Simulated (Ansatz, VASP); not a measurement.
**Mo in VASP and in Ansatz**

```
Mo
1.0
     2.76265    0.00000    0.00000
    -1.38132    2.39252    0.00000
     0.00000    0.00000    2.49639
Mo
1
Direct
  0.00000 0.00000 0.50000
```

Alike in both runs: functional r2SCAN; k mesh 12 × 12 × 11; no spin polarisation.

Ansatz relaxed the structure, and its values are those at the end. VASP's run is a single point on that final structure, the one shown.

|  | VASP | Ansatz |
| --- | --- | --- |
| version | VASP 6.6.1 | Ansatz 0.2.0 |
| potentials or method | VASP PAW PBE potentials, release 64 (Mo_sv) | plane waves, PAW |
| plane-wave cutoff (eV) | 520 | 500 |
| occupations | fermi-dirac, width 0.1 eV | fermi-dirac |
| valence electrons in the cell | 14 | 14 |

Ansatz gave:

| Property | Result |
| --- | --- |
| pressure (GPa) | 0.0 |

Task: Which values does VASP return?

Result: Pressure (GPa): 1.1.

VASP's potentials were made for PBE, not for r2SCAN.
